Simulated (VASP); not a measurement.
# Hg (P2_1) in VASP: single point with PBEsol

Aim: the single point of Hg with PBEsol.

All numbers are computed with VASP 6.6.1; they aren't measurements. Logs are shortened: lines on timing, memory, paths and dates and some standing lists are left out, and cuts for length are marked.

## Step 1: The cell of the first run

Symmetry: P2_1, No. 4, monoclinic system. The conventional cell has a = 3.442 Å, b = 11.062 Å, c = 3.442 Å, α = 90.00°, β = 120.00°, γ = 90.00°. Within 4.4 Å of Hg (site symmetry 1) lie 12 Hg at 3.32 to 3.61 Å. Within 4.4 Å of Hg (site symmetry 1) lie 12 Hg at 3.32 to 3.61 Å.

## Step 2: Single point, PBEsol

Input file INCAR:

```
SYSTEM = Hg
ALGO     = Normal         ! electronic algorithm
EDIFF    = 1E-7           ! SCF threshold, eV
ENCUT    = 520            ! plane-wave cutoff, eV
GGA      = PS             ! functional
ISIF     = 2              ! what is computed and relaxed
ISMEAR   = -1             ! smearing method
LASPH    = .TRUE.         ! aspherical terms in the spheres
LCHARG   = .FALSE.        ! write CHGCAR
LREAL    = .FALSE.        ! projectors in reciprocal space
LWAVE    = .FALSE.        ! write WAVECAR
NBANDS   = 32             ! bands
NELM     = 100            ! most SCF steps
PREC     = Accurate       ! precision mode
SIGMA    = 0.02           ! smearing width, eV
```

Input file KPOINTS:

```
k-points
0
G
  8 8 2
  0 0 0
```

Input file POSCAR:

```
Hg
1.0
    3.4419409895      0.0000000000      0.0000000000
   -1.7209704948      2.9808083353      0.0000000000
    0.0000000000      0.0000000000     11.0623313100
Hg
4
Direct
    0.0401197956      0.0175848274     -0.0004226053
    0.4214022163      0.6252173204      0.2504228921
    0.1265463389     -0.0175848274      0.4995774259
    0.7452648804      0.3747825671      0.7504222001
```

Potentials or basis: VASP PAW PBE potentials, release 64 (Hg).

Run with:

```console
$ cat potpaw_PBE.64/Hg/POTCAR > POTCAR
$ mpirun -np 1 vasp_std > vasp.out
```

OUTCAR:

```text
SYSTEM = Hg
   EDIFF = 1E-7
   ENCUT = 520
   GGA = PS
   ISIF = 2
   ISMEAR = -1
   LASPH = .TRUE.
   LREAL = .FALSE.
   NELM = 100
   PREC = Accurate

 ion  position               nearest neighbor table
   1  0.040  0.018  1.000-   2 3.32   2 3.34   4 3.36   4 3.37   4 3.47   2 3.61
   2  0.421  0.625  0.250-   1 3.32   1 3.34   3 3.36   3 3.37   3 3.47   1 3.61
   3  0.127  0.982  0.500-   4 3.32   4 3.34   2 3.36   2 3.37   2 3.47   4 3.61
   4  0.745  0.375  0.750-   3 3.32   3 3.34   1 3.36   1 3.37   1 3.47   3 3.61

  LATTYP: Found a hexagonal cell.
 ALAT       =     3.4419409895
 C/A-ratio  =     3.2139805254

  Lattice vectors:

 A1 = (   3.4419409895,   0.0000000000,   0.0000000000)
 A2 = (  -1.7209704948,   2.9808083353,   0.0000000000)
 A3 = (   0.0000000000,   0.0000000000,  11.0623313100)

Analysis of symmetry for initial positions (statically):
=====================================================================
 Subroutine PRICEL returns:
 Original cell was already a primitive cell.

 Routine SETGRP: Setting up the symmetry group for a
 hexagonal supercell.

 Subroutine GETGRP returns: Found  2 space group operations
 (whereof  1 operations were pure point group operations)
 out of a pool of 24 trial point group operations.

The static configuration has the point symmetry C_1 .
 The point group associated with its full space group is C_2 .

Analysis of symmetry for dynamics (positions and initial velocities):
=====================================================================
 Subroutine PRICEL returns:
 Original cell was already a primitive cell.

 Routine SETGRP: Setting up the symmetry group for a
 hexagonal supercell.

 Subroutine GETGRP returns: Found  2 space group operations
 (whereof  1 operations were pure point group operations)
 out of a pool of 24 trial point group operations.

The dynamic configuration has the point symmetry C_1 .
 The point group associated with its full space group is C_2 .

 Subroutine INISYM returns: Found  2 space group operations
 (whereof  1 operations are pure point group operations),
 and found     1 'primitive' translations

----------------------------------------------------------------------------------------

                                     Primitive cell

  volume of cell :     113.4969

  direct lattice vectors                    reciprocal lattice vectors
     3.441940989  0.000000000  0.000000000     0.290533743  0.167739735  0.000000000
    -1.720970495  2.980808335  0.000000000     0.000000000  0.335479470  0.000000000
     0.000000000  0.000000000 11.062331310     0.000000000  0.000000000  0.090396859

  length of vectors
     3.441940989  3.441940990 11.062331310     0.335479470  0.335479470  0.090396859

  position of ions in fractional coordinates (direct lattice)
     0.040119796  0.017584827  0.999577395
     0.421402216  0.625217320  0.250422892
     0.126546339  0.982415173  0.499577426
     0.745264880  0.374782567  0.750422200

  ion indices of the primitive-cell ions
   primitive index   ion index
                 1           1
                 2           2
                 3           3
                 4           4

----------------------------------------------------------------------------------------

 KPOINTS: k-points

Automatic generation of k-mesh.
 Grid dimensions read from file:
 generate k-points for:    8    8    2

 Generating k-lattice:

  Cartesian coordinates                     Fractional coordinates (reciprocal lattice)
     0.036316718  0.020967467  0.000000000     0.125000000  0.000000000  0.000000000
     0.000000000  0.041934934  0.000000000     0.000000000  0.125000000  0.000000000
     0.000000000  0.000000000  0.045198429     0.000000000  0.000000000  0.500000000

  Length of vectors
     0.041934934  0.041934934  0.045198429

  Shift w.r.t. Gamma in fractional coordinates (k-lattice)
     0.000000000  0.000000000  0.000000000

 Subroutine IBZKPT returns following result:
 ===========================================

 Found     68 irreducible k-points:

 Following reciprocal coordinates:
            Coordinates               Weight
  0.000000  0.000000  0.000000      1.000000
  0.125000  0.000000  0.000000      2.000000
  0.000000  0.125000  0.000000      2.000000
 -0.125000  0.125000  0.000000      2.000000
  0.250000  0.000000  0.000000      2.000000
  0.000000  0.250000  0.000000      2.000000
[... 16 lines left out ...]
  0.375000  0.125000  0.000000      2.000000
 -0.125000  0.500000  0.000000      2.000000
 [... further k-points ...]
   k-points           NKPTS =     68   k-points in BZ     NKDIM =     68   number of bands    NBANDS=     32
   number of dos      NEDOS =    301   number of ions     NIONS =      4
   total plane-waves  NPLWV =  65856
   dimension x,y,z NGX =    28 NGY =   28 NGZ =   84
   dimension x,y,z NGXF=    56 NGYF=   56 NGZF=  168
   ions per type =               4
   NGX,Y,Z   is equivalent  to a cutoff of  13.52, 13.52, 12.62 a.u.
   NGXF,Y,Z  is equivalent  to a cutoff of  27.05, 27.05, 25.25 a.u.
 SYSTEM =  Hg
   PREC   = accura    normal or accurate (medium, high low for compatibility)
   ISTART =      0    job   : 0-new  1-cont  2-samecut
   ICHARG =      2    charge: 1-file 2-atom 10-const
   ISPIN  =      1    spin polarized calculation?
   LNONCOLLINEAR =      F non collinear calculations
   LSORBIT =      F    spin-orbit coupling
   LASPH  =      T    aspherical Exc in radial PAW
   ENCUT  =  520.0 eV  38.22 Ry    6.18 a.u.   6.40  6.40 20.57*2*pi/ulx,y,z
   NELM   =    100;   NELMIN=  2; NELMDL= -5     # of ELM steps
   EDIFF  = 0.1E-06   stopping-criterion for ELM
   LREAL  =      F    real-space projection
   EDIFFG = 0.1E-05   stopping-criterion for IOM
   NSW    =      0    number of steps for IOM
   IBRION =     -1    ionic relax: 0-MD 1-quasi-New 2-CG
   NFREE  =      0    steps in history (QN), initial steepest desc. (CG)
   ISIF   =      2    stress and relaxation
   ISYM   =      2    0-nonsym 1-usesym 2-fastsym
   POTIM  = 0.5000    time-step for ionic-motion
   TEBEG  =    0.0;   TEEND  =   0.0 temperature during run
   PSTRESS=    0.0 pullay stress
   NELECT =      48.0000    total number of electrons
   NUPDOWN=      -1.0000    fix difference up-down
   EMIN   =  10.00;   EMAX   =-10.00  energy-range for DOS
   EFERMI =   0.00;   METHOD = LEGACY
   ISMEAR =    -1;   SIGMA  =   0.02  broadening in eV -4-tet -1-fermi 0-gaus
   EFERMI_NEDOS =   21; number of points for ismear=-14 and -15
   IALGO  =     38    algorithm
   IMIX   =      4    mixing-type and parameters
     AMIX     =   0.40;   BMIX     =  1.00
     AMIX_MAG =   1.60;   BMIX_MAG =  1.00
  volume/ion in A,a.u.               =      28.37       191.48
  Fermi-wavevector in a.u.,A,eV,Ry     =   1.228836  2.322163 20.545307  1.510037
  Thomas-Fermi vector in A             =   2.363746
   LORBIT       =      0    0 simple, 1 ext, 2 COOP (PROOUT), +10 PAW based schemes
   GGA     = PS    functional components
   LHFCALC =     F    Hartree Fock is set to
   AEXX    =    0.0000 exact exchange contribution
   IVDW    =     0    specifies the selected vdW correction
   LEPSILON=     F    determine dielectric tensor
   LRPA    =     F    only Hartree local field effects (RPA)
 non-spin polarized calculation
  energy-cutoff  :      520.00
  volume of cell :      113.50
 maximum number of plane-waves:      3086
 NGX is ok and might be reduce to    28
   NGX = 13   NGY = 13   NGZ = 41

 number of electron      48.0000001 magnetization

 Free energy of the ion-electron system (eV)
  ---------------------------------------------------
  ext. energy  EPLUGINS =         0.00000000
  ---------------------------------------------------
  free energy    TOTEN  =        -1.98489270 eV

  energy without entropy =       -1.98329919  energy(sigma->0) =       -1.98409595

 E-fermi :   0.8298     XC(G=0): -10.0571

 val. band max:        0.7421236648   @ k =   0.2500   0.2500   0.0000
 cond. band min:       0.8460960593   @ k =  -0.1250   0.1250   0.0000
 fundamental gap:      0.1039723945
 Fermi energy:         0.8297517085

 k-point     1 :       0.0000    0.0000    0.0000
  band No.  band energies     occupation
      1      -6.4767      2.00000
      2      -5.8263      2.00000
      3      -5.6999      2.00000
      4      -5.6834      2.00000
      5      -5.2373      2.00000
      6      -5.2244      2.00000
[... 24 lines left out ...]
     31      12.7596      0.00000
     32      13.3778      0.00000

 k-point     2 :       0.1250    0.0000    0.0000
  band No.  band energies     occupation
      1      -6.1910      2.00000
      2      -5.7030      2.00000
      3      -5.5343      2.00000
      4      -5.5013      2.00000
      5      -5.2716      2.00000
      6      -5.2504      2.00000
[... 24 lines left out ...]
     31      10.8980      0.00000
     32      11.8872      0.00000

 k-point     3 :       0.0000    0.1250    0.0000
  band No.  band energies     occupation
      1      -6.1851      2.00000
      2      -5.6959      2.00000
      3      -5.5265      2.00000
      4      -5.5068      2.00000
      5      -5.2795      2.00000
      6      -5.2415      2.00000
[... 24 lines left out ...]
     31      10.9642      0.00000
     32      11.9746      0.00000

 k-point     4 :      -0.1250    0.1250    0.0000
  band No.  band energies     occupation
      1      -6.1997      2.00000
      2      -5.7139      2.00000
      3      -5.5311      2.00000
      4      -5.5076      2.00000
      5      -5.2877      2.00000
      6      -5.2353      2.00000
[... 24 lines left out ...]
     31      10.7455      0.00000
     32      12.0886      0.00000

 k-point     5 :       0.2500    0.0000    0.0000
  band No.  band energies     occupation
      1      -5.7009      2.00000
      2      -5.6151      2.00000
      3      -5.5063      2.00000
      4      -5.4410      2.00000
      5      -5.3964      2.00000
      6      -5.3175      2.00000
[... 584 lines left out ...]
     31       8.1274      0.00000
     32       8.9638      0.00000

 k-point    22 :       0.3750   -0.1250    0.0000
  band No.  band energies     occupation
      1      -5.6176      2.00000
      2      -5.5644      2.00000
      3      -5.5569      2.00000
      4      -5.4157      2.00000
      5      -5.3763      2.00000
      6      -5.2777      2.00000
[... 24 lines left out ...]
     31       8.1534      0.00000
     32       8.8979      0.00000

 k-point    23 :       0.3750    0.1250    0.0000
  band No.  band energies     occupation
      1      -5.7542      2.00000
      2      -5.7354      2.00000
      3      -5.6587      2.00000
      4      -5.4880      2.00000
      5      -5.4462      2.00000
      6      -5.3404      2.00000
[... 24 lines left out ...]
     31       6.9390      0.00000
     32       7.4292      0.00000

 k-point    24 :      -0.1250    0.5000    0.0000
  band No.  band energies     occupation
      1      -5.7529      2.00000
      2      -5.7378      2.00000
      3      -5.6487      2.00000
      4      -5.4733      2.00000
      5      -5.4503      2.00000
      6      -5.3306      2.00000
[... 24 lines left out ...]
     31       7.0972      0.00000
     32       7.5151      0.00000

 [... further k-points ...]

------------------------ aborting loop because EDIFF is reached ----------------------------------------

  FORCE on cell =-STRESS in cart. coord.  units (eV):
  Direction    XX          YY          ZZ          XY          YZ          ZX
  --------------------------------------------------------------------------------------
  -------------------------------------------------------------------------------------
  Total       -1.9859186     -1.7961180     -1.7940857      0.1128467      0.0000000      0.0000000
  in kB      -28.0341819    -25.3548660    -25.3261765      1.5929984      0.0000000      0.0000000
  external PRESSURE =     -26.2384081 kB  Pullay stress =       0.0000000 kB

 VOLUME and BASIS-vectors are now :
 -----------------------------------------------------------------------------
  energy-cutoff  :      520.00
  volume of cell :      113.50
      direct lattice vectors                 reciprocal lattice vectors
     3.441940989  0.000000000  0.000000000     0.290533743  0.167739735  0.000000000
    -1.720970495  2.980808335  0.000000000     0.000000000  0.335479470  0.000000000
     0.000000000  0.000000000 11.062331310     0.000000000  0.000000000  0.090396859

 POSITION                                       TOTAL-FORCE (eV/Angst)
 -----------------------------------------------------------------------------------
      0.10783      0.05242     11.05766        -0.001695      0.002380     -0.002965
      0.37446      1.86365      2.77026         0.010150      0.001647      0.002965
     -1.25514      2.92839      5.52649         0.001695     -0.002380     -0.002965
      1.92017      1.11715      8.30142        -0.010150     -0.001647      0.002965
 -----------------------------------------------------------------------------------
    total drift:                               -0.001361      0.000297      0.000049

  FREE ENERGIE OF THE ION-ELECTRON SYSTEM (eV)
  ---------------------------------------------------
  free  energy   TOTEN  =        -1.9848927008 eV

  energy  without entropy=       -1.9832991893  energy(sigma->0) =       -1.98409595
```

Wall time 1.8 min (1 thread of AMD EPYC 9R45 (Zen 5), shared host); peak memory 0.32 GiB.

What came out:

* Free energy: -1.9849 eV
* Pressure: -2.6 GPa
* Largest force: 0.011 eV/Å
* Band gap on the k mesh: zero (bands 24 and 25 overlap by 0.64 eV)

Forces in eV/Å, atoms in the order of the input:
```
Hg  -0.002  0.002 -0.003
Hg   0.010  0.002  0.003
Hg   0.002 -0.002 -0.003
Hg  -0.010 -0.002  0.003
```

Stress tensor (GPa, compression positive):
```
-2.80  0.16  0.00
 0.16 -2.54  0.00
 0.00  0.00 -2.53
```

Levels at points of the mesh, in eV from the Fermi level:
| k point | band 22 | band 23 | band 24 | band 25 | band 26 | band 27 |
| --- | --- | --- | --- | --- | --- | --- |
| (0.00, 0.00, 0.00) | -5.31 | -5.19 | -1.38 | -0.45 | 6.38 | 6.42 |
| (0.50, 0.00, 0.00) | -1.91 | -0.96 | -0.48 | -0.21 | 0.08 | 2.80 |
| (0.00, 0.50, 0.00) | -1.92 | -0.91 | -0.61 | -0.15 | 0.03 | 2.86 |
| (0.50, 0.50, 0.00) | -1.88 | -1.05 | -0.30 | -0.30 | 0.19 | 2.69 |
| (0.00, 0.00, 0.50) | -5.28 | -3.62 | -3.62 | 2.47 | 2.47 | 10.71 |
| (0.50, 0.00, 0.50) | -1.85 | -1.34 | -1.34 | 1.19 | 1.19 | 1.65 |
| (0.00, 0.50, 0.50) | -1.78 | -1.43 | -1.43 | 1.27 | 1.27 | 1.58 |
| (0.50, 0.50, 0.50) | -1.93 | -1.23 | -1.23 | 1.05 | 1.05 | 1.78 |

Caveat: the PAW data sets were made with another functional, which shifts forces and pressure a little; spin-orbit coupling is left out, which moves the levels of the heavy elements.

The gap in the log of VASP goes by the Fermi energy; the results here count the filled bands.